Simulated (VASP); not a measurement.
Set up this calculation in VASP 6.6.1, as the native input.

* Task: relaxation of cell and atoms
* Functional: PBEsol
* Potentials or basis: VASP PAW PBE potentials, release 64 (Pt)
* Cutoff: 600 eV
* k mesh: 11 × 11 × 6
* Occupations: fermi-dirac, width 0.05 eV
* Spin: no spin polarisation
* Target pressure: 5 GPa
* Dipole correction: no
* Further INCAR settings: ALGO = Normal; EDIFF = 1e-07; IBRION = 2; EDIFFG = -0.01; NSW = 60; ISIF = 3

The structure of Pt lies in POSCAR:

```
Pt
1.0
    2.7606656158      0.0000000000      0.0000000000
   -1.3803328079      2.3908065546      0.0000000000
    0.0000000000      0.0000000000      4.7921340000
Pt
2
Direct
    0.3333333333      0.6666666667      0.2500000000
    0.6666666667      0.3333333333      0.7500000000
```

This isn't the form of Pt at room conditions, which is fcc.

The input as run:

INCAR

```
SYSTEM = Pt
PREC     = Accurate       ! precision mode
ENCUT    = 600            ! plane-wave cutoff, eV
EDIFF    = 1E-7           ! SCF threshold, eV
ISMEAR   = -1             ! smearing method
SIGMA    = 0.05           ! smearing width, eV
LREAL    = .False.        ! projectors in reciprocal space
LASPH    = .True.         ! aspherical terms in the spheres
NELM     = 80             ! most SCF steps
ALGO     = Normal         ! electronic algorithm
ISIF     = 3              ! what is computed and relaxed
LWAVE    = .False.        ! write WAVECAR
LCHARG   = .False.        ! write CHGCAR
GGA      = PS             ! functional
IBRION   = 2              ! ionic algorithm
NSW      = 60             ! ionic steps
EDIFFG   = -0.01          ! ionic threshold
PSTRESS  = 50.0
```

KPOINTS

```
Automatic mesh
0
Gamma
  11 11 6
  0 0 0
```

Potentials or basis: VASP PAW PBE potentials, release 64 (Pt).

Launch:

```console
$ cat potpaw_PBE.64/Pt/POTCAR > POTCAR
$ mpirun -np 1 vasp_std > vasp.out
```

Results of the run:

The relaxed volume is 14.87 Å³/atom and the relaxed cell is a = 2.718 Å, b = 2.718 Å, c = 4.648 Å, α = 90.00°, β = 90.00°, γ = 120.00°. The space group after relaxing (to 0.1 Å) is P6_3/mmc (No. 194) and the energy change on relaxing (the run minimises the enthalpy) is -21.5 meV/atom. The ionic steps are 10 and the pressure after relaxing is 5.0 GPa. The band gap on the k mesh is zero (bands 10 and 11 overlap by 1.30 eV).

Caveat: the cell is relaxed towards a set pressure, so the run minimises the enthalpy, not the energy; the PAW data sets were made with another functional, which shifts forces and pressure a little; spin-orbit coupling is left out, which moves the levels of the heavy elements.

It took 95 s on 1 thread of Intel(R) Xeon(R) Platinum 8488C (Sapphire Rapids), on a shared host, peak memory 0.19 GiB.
